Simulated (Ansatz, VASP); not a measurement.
## BaTe in VASP and in Ansatz

File INCAR:

```
PREC = Accurate ; ENCUT = 520
EDIFF = 1E-8 ; ISMEAR = -1
SIGMA = 0.05 ; LREAL = F
LASPH = T ; NELM = 100
ALGO = Normal ; ISIF = 2
LWAVE = F ; LCHARG = F
GGA = PS ; LEFG = T
NBANDS = 15
```

KPOINTS

```
regular mesh
0
Gamma
  10 10 10
```

Contents of POSCAR:

```
BaTe
1.0
    0.0000000000      3.4100000000      3.3418000000
    3.4100000000      0.0000000000      3.3418000000
    3.4100000000      3.4100000000      0.0000000000
Ba Te
1 1
Direct
    0.0000000000      0.0000000000      0.0000000000
    0.5000000000      0.5000000000      0.5000000000
```

Input for Ansatz:

```yaml
crystal:
  lattice:
    - [0.0, 3.41, 3.3418]
    - [3.41, 0.0, 3.3418]
    - [3.41, 3.41, 0.0]
  atoms:
    - { symbol: Ba, position: [0.0, 0.0, 0.0] }
    - { symbol: Te, position: [0.5, 0.5, 0.5] }
kpoints:
  mp_grid: { grid: [10, 10, 10] }
scf:
  occupations: { method: fermi_dirac, width: 0.05 }
hamiltonian:
  xc: pbesol
  pseudopotentials: { kind: all_electron, datasets: crystal }
output:
  forces: true
  stress: true
  eigenvalues: true
  efg: { contact_densities: true }
```

Change from the starting cell: zz strain of -2 %, crystal datasets.

Alike in both runs: task electric field gradients; functional PBEsol; k mesh 10 × 10 × 10; occupations fermi-dirac, width 0.05 eV; no spin polarisation.

|  | VASP | Ansatz |
| --- | --- | --- |
| version | VASP 6.6.1 | Ansatz 0.2.0 |
| potentials or method | VASP PAW PBE potentials, release 64 (Ba_sv, Te), cutoff 520 eV | all-electron PAW with datasets made for the crystal, scalar-relativistic |

```csv
,VASP,Ansatz,Ansatz less VASP
pressure (GPa),3.3,2.8,-0.49
"traceless stress, the component that is largest in VASP (GPa)",1.45,1.37,-0.075
size of Vzz on the site where it differs most (V/Å²),25.5,24.3,-1.20
```

VASP's potentials were made for PBE, not for PBEsol. Ansatz ran all-electron here, and VASP with PAW potentials.

Spin-orbit coupling is off throughout.
